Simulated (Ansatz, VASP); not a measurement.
# One calculation of KIr3, two programs

```xyz
4
Lattice="4.0729 0.0000 0.0000 0.0000 4.0729 0.0000 0.0000 0.0000 4.0703" Properties=species:S:1:pos:R:3 pbc="T T T"
K     0.0000    0.0000    0.0000
Ir    0.0000    2.0364    2.0351
Ir    2.0364    0.0000    2.0351
Ir    2.0364    2.0364    0.0000
```

Alike in both runs: functional PBE; k mesh 4 × 4 × 4; occupations gaussian, width 0.1 eV; no spin polarisation.

Ansatz relaxed the structure, and its values are those at the end. VASP's run is a single point on that final structure, the one shown.

|  | VASP | Ansatz |
| --- | --- | --- |
| version | VASP 6.6.1 | Ansatz 0.2.0 |
| potentials or method | VASP PAW PBE potentials, release 64 (K_sv, Ir), cutoff 520 eV | scalar-relativistic, plane waves, PAW |
| valence electrons in the cell | 36 | 60 |

Ansatz gave:

| Item | Value |
| --- | --- |
| gap on the k mesh at the Fermi level (eV) | none |
| pressure (GPa) | -0.2 |

Q: Which values does VASP return?

A: gap on the k mesh at the Fermi level (eV): none; pressure (GPa): 0.6.

A gap of «none» marks a metal or a gap that the smearing closes. With one functional, cell and mesh, what is left measures potentials, basis and numerics. VASP's potentials hold 36 valence electrons a cell and Ansatz's 60, so a difference there can come from the potentials and not from the codes.

The k mesh is coarse, so the values compare programs but aren't converged. Spin-orbit coupling is off throughout.
